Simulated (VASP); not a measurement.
Crystal: CaO.

```xyz
2
Lattice="0.0000 2.3976 2.3976 2.3976 0.0000 2.3976 2.3976 2.3976 0.0000" Properties=species:S:1:pos:R:3 pbc="T T T"
Ca    0.0000    0.0000    0.0000
O     2.3976    2.3976    2.3976
```

Base run:

| Quantity | Value |
| --- | --- |
| Program | VASP 6.6.1 |
| Functional | PBE |
| Potentials or basis | VASP PAW PBE potentials, release 64 (Ca_sv, O) |
| Cutoff | 520 eV |
| k mesh | 6 × 6 × 6 |
| Occupations | methfessel-paxton, width 0.001 eV |
| Spin | no spin polarisation |

Its results: band gap on the k mesh 3.63 eV, indirect (least direct gap 4.01 eV); pressure 3.1 GPa.

Problem. The run is repeated on the same cell with these changes: functional from PBE to PBEsol; occupations from methfessel-paxton, width 0.001 eV to gaussian, width 0.01 eV. What comes out?

Solution. Band gap on the k mesh 3.53 eV, indirect (least direct gap 3.91 eV); pressure -1.3 GPa.

Caveats: the PAW data sets were made with another functional, which shifts forces and pressure a little (some runs).

A k mesh can miss the band edges.
